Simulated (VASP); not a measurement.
AlH6, 7 atoms in the cell. Symmetry: P4mm, No. 99, tetragonal system. The conventional cell has a = 3.535 Å, b = 3.535 Å, c = 7.473 Å, α = 90.00°, β = 90.00°, γ = 90.00°. Within 2.4 Å of Al (site symmetry 4mm) lie 4 H at 1.78 Å. H (site symmetry m) has 1 H at 0.75 Å within 1.0 Å. H (site symmetry 2mm) has 2 Al at 1.78 Å within 2.4 Å. The cell was built from a structure type or drawn by symmetry, and may not be a known phase.

- Program: VASP 6.6.1
- Task: relaxation of cell and atoms
- Functional: PBE
- Potentials or basis: VASP PAW PBE potentials, release 64 (Al, H)
- Cutoff: 600 eV
- k mesh: 10 × 10 × 6
- Occupations: gaussian, width 0.1 eV
- Spin: no spin polarisation
- Dipole correction: no
- Further INCAR settings: ALGO = Normal; EDIFF = 1e-07; IBRION = 2; EDIFFG = -0.01; NSW = 100; ISIF = 3

Potentials or basis: VASP PAW PBE potentials, release 64 (Al, H).

Launch:

```sh
$ cat potpaw_PBE.64/Al/POTCAR potpaw_PBE.64/H/POTCAR > POTCAR
$ mpirun -np 1 vasp_std > vasp.out
```

Hardware: 1 thread of Intel Xeon 8259CL, on a shared host.

Q: Estimate the wall time of this run.

A: Wall time 13 min on 1 thread of Intel Xeon 8259CL (shared host), peak memory 0.25 GiB. Counts: scf iterations 102, k points 84, ion steps 15.
